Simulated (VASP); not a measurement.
A run of VASP 6.6.1 is set up as follows.

The input INCAR:

```
PREC = Accurate ; ENCUT = 500
EDIFF = 1E-6 ; ISMEAR = -1
SIGMA = 0.05 ; LREAL = False
LASPH = True ; NELM = 200
ALGO = Normal ; ISIF = 2
LWAVE = False ; LCHARG = False
MAGMOM = 0 0 0 0 0 0 0 0 0 0 0 0 ; LORBIT = 11
LSORBIT = True ; GGA_COMPAT = False
LORBMOM = True ; GGA = PE
NBANDS = 50
```

The input KPOINTS:

```
Automatic mesh
0
Gamma
  7 7 4
```

Contents of POSCAR:

```
CdS
1.0
    4.1500000000      0.0000000000      0.0000000000
   -2.0750000000      3.5940054257      0.0000000000
    0.0000000000      0.0000000000      6.7370000000
Cd S
2 2
Direct
    0.6666666667      0.3333333333      0.5000000000
    0.3333333333      0.6666666667      0.0000000000
    0.6666666667      0.3333333333      0.8750000000
    0.3333333333      0.6666666667      0.3750000000
```

Potentials or basis: VASP PAW PBE potentials, release 64 (Cd, S).

The run is started by

```sh
$ cat potpaw_PBE.64/Cd/POTCAR potpaw_PBE.64/S/POTCAR > POTCAR
$ mpirun -np 1 vasp_ncl > vasp.out
```

Task: Estimate the largest force.

Result: 0.069 eV/Å.

Task: Predict the pressure.

Result: 2.3 GPa.

Task: What does it give for the net moment?

Result: 0.00 μB per cell.

Stress tensor (GPa, compression positive):
```
2.12 0.00 0.00
0.00 2.12 0.00
0.00 0.00 2.78
```
